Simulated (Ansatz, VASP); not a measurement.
# BiSbTe2S: VASP beside Ansatz

```
CELL_PARAMETERS angstrom
4.61254 0.00000 0.00000
-2.30627 3.99458 0.00000
0.00000 0.00000 11.35450
ATOMIC_POSITIONS crystal
Sb 0.33333 0.66667 0.00000
Bi 0.33333 0.66667 0.50000
Te 0.33333 0.66667 0.25535
Te 0.33333 0.66667 0.74465
S 0.66667 0.33333 0.00000
```

Alike in both runs: functional PBE; k mesh 6 × 6 × 2; occupations gaussian, width 0.1 eV; no spin polarisation.

Ansatz relaxed the structure, and its values are those at the end. VASP's run is a single point on that final structure, the one shown.

```csv
,VASP,Ansatz
version,VASP 6.6.1,Ansatz 0.2.0
potentials or method,"VASP PAW PBE potentials, release 64 (Sb, Bi_d, Te, S), cutoff 520 eV","scalar-relativistic, plane waves, PAW"
valence electrons in the cell,38,68
```

|  | VASP | Ansatz | Ansatz less VASP |
| --- | --- | --- | --- |
| gap on the k mesh at the Fermi level (eV) | none | none | - |
| pressure (GPa) | -0.1 | 0.0 | +0.07 |
| rms of the force components (eV/Å) | 0.007 | 0.006 | -0.0015 |

A gap of «none» marks a metal or a gap that the smearing closes. VASP's potentials hold 38 valence electrons a cell and Ansatz's 68, so a difference there can come from the potentials and not from the codes.

Neither program's run includes spin-orbit coupling.
